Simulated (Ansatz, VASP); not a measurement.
Ir: VASP and Ansatz over several settings

```
CELL_PARAMETERS angstrom
0.00000 1.91560 1.91560
1.91560 0.00000 1.91560
1.91560 1.91560 0.00000
ATOMIC_POSITIONS crystal
Ir 0.00000 0.00000 0.00000
```

Single points on this cell with VASP 6.6.1 and Ansatz 0.2.0. Each row is one pair of runs. Alike in all rows: spin: off.

```tsv
level	k mesh	smearing	VASP's potentials, cutoff	Ansatz's potentials, cutoff	gap on the k mesh at the Fermi level (eV), VASP	gap on the k mesh at the Fermi level (eV), Ansatz	pressure (GPa), VASP	pressure (GPa), Ansatz
PBE	12 × 12 × 12	gaussian, width 0.1 eV	VASP PAW PBE potentials, release 64 (Ir), 520 eV	Ansatz PAW, 420 eV	none	none	11.8	11.1
LDA	12 × 12 × 12	tetrahedron	VASP PAW LDA potentials, release 64 (Ir), 520 eV	Ansatz PAW polarizable, 420 eV	none	none	-3.9	-6.3
PBE	12 × 12 × 12	gaussian, width 0.025 eV	VASP PAW PBE potentials, release 64 (Ir), 520 eV	Ansatz PAW, 420 eV	?	none	?	11.1
LDA	12 × 12 × 12	fermi-dirac, width 0.05 eV	VASP PAW LDA potentials, release 64 (Ir_sv_GW), 500 eV	Ansatz PAW, 420 eV	none	none	-8.3	-6.6
PBE	12 × 12 × 12	gaussian, width 0.013 eV	VASP PAW PBE potentials, release 64 (Ir), 500 eV	Ansatz PAW, 420 eV	none	none	11.7	11.1
PBE	12 × 12 × 12	gaussian, width 0.019 eV	VASP PAW PBE potentials, release 64 (Ir), 500 eV	Ansatz PAW, 420 eV	none	none	11.7	11.1
r2SCAN	12 × 12 × 12	fermi-dirac, width 0.05 eV	VASP PAW PBE potentials, release 64 (Ir_sv_GW), 550 eV	Ansatz PAW, 500 eV	none	none	1.3	3.5
r2SCAN0	6 × 6 × 6	fermi-dirac, width 0.05 eV	VASP PAW PBE potentials, release 64 (Ir), 520 eV	Ansatz PAW, 500 eV	none	none	-3.1	-6.3
```

Q: Fill in what VASP gave in row 3.

A: gap on the k mesh at the Fermi level (eV): none; pressure (GPa): 11.8.

VASP's potentials hold 9 valence electrons a cell and Ansatz's 17 in some rows, so a difference there can come from the potentials and not from the codes.

A gap of «none» marks a metal or a gap that the smearing closes.

The k mesh is coarse in some rows, so the values compare programs but aren't converged. Neither program's run includes spin-orbit coupling.
